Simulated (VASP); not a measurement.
Set up this calculation in VASP 6.6.1, as the native input.

```yaml
Task: single point
Functional: PBE
Potentials_or_basis: VASP PAW PBE potentials, release 64 (Bi_d)
Cutoff: 520 eV
k_mesh: 8 × 8 × 8
Occupations: fermi-dirac, width 1 eV
Spin: no spin polarisation
Dipole_correction: no
Further_INCAR_settings: ALGO = Normal; EDIFF = 1e-06; NBANDS = 22
```

The structure of Bi lies in POSCAR:

```
Bi
1.0
    2.2924582305      1.3235513765      4.0467531177
   -2.2924582305      1.3235513765      4.0467531177
    0.0000000000     -2.6471027530      4.0467531177
Bi
2
Direct
    0.2337113826      0.2337113826      0.2337113826
    0.7662886174      0.7662886174      0.7662886174
```

One way to write it, as run:

INCAR

```
PREC = Accurate
ENCUT = 520
EDIFF = 1E-6
ISMEAR = -1
SIGMA = 1.0
LREAL = False
LASPH = True
NELM = 100
ALGO = Normal
ISIF = 2
LWAVE = False
LCHARG = True
GGA = PE
LELF = True
LVHAR = True
NBANDS = 22
```

KPOINTS

```
regular mesh
0
Gamma
  8 8 8
```

Potentials or basis: VASP PAW PBE potentials, release 64 (Bi_d).

Command:

```sh
$ cat potpaw_PBE.64/Bi_d/POTCAR > POTCAR
$ mpirun -np 1 vasp_std > vasp.out
```

It gave:

```
Pressure               : 4.5 GPa
Largest force          : 0.804 eV/Å
Band gap on the k mesh : zero (bands 15 and 16 overlap by 0.16 eV)
```

Caveat: the cell stands under pressure; so wide a smearing shifts energies and pressures; spin-orbit coupling is left out, which moves the levels of the heavy elements.

Run time: 91 s on 1 thread of Intel Xeon 8259CL, on a shared host, peak memory 0.24 GiB.
